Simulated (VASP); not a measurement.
Wanted: the native input for a VASP 6.6.1 run.

```yaml
Task: single point
Functional: PBE
Potentials_or_basis: VASP PAW PBE potentials, release 64 (Al, N)
Cutoff: 520 eV
k_mesh: 10 × 10 × 10
Occupations: gaussian, width 0.05 eV
Spin: no spin polarisation
Dipole_correction: no
Further_INCAR_settings: ALGO = Normal; EDIFF = 1e-06; NBANDS = 11
```

The structure of AlN lies in POSCAR:

```
AlN
1.0
    0.1294508776      2.1798871643      2.1798871643
    2.1798871643      0.1294508776      2.1798871643
    2.1798871643      2.1798871643      0.1294508776
Al N
1 1
Direct
    0.5000000000      0.5000000000      0.5000000000
    0.0000000000      0.0000000000      0.0000000000
```

The input as run:

INCAR

```
SYSTEM = AlN
PREC = Accurate
ENCUT = 520
EDIFF = 1E-6
ISMEAR = 0
SIGMA = 0.05
LREAL = .FALSE.
LASPH = .TRUE.
NELM = 60
ALGO = Normal
ISIF = 2
LWAVE = .FALSE.
LCHARG = .FALSE.
GGA = PE
NBANDS = 11
```

KPOINTS

```
Automatic mesh
0
G
  10 10 10
  0 0 0
```

Potentials or basis: VASP PAW PBE potentials, release 64 (Al, N).

Command:

```sh
$ cat potpaw_PBE.64/Al/POTCAR potpaw_PBE.64/N/POTCAR > POTCAR
$ mpirun -np 1 vasp_std > vasp.out
```

Results of the run:

The pressure is -22.0 GPa and the band gap on the k mesh is 2.62 eV, indirect (least direct gap 3.07 eV).

Run time: 47 s on 1 thread of AMD EPYC 7R13 (shared host), peak memory 0.12 GiB.
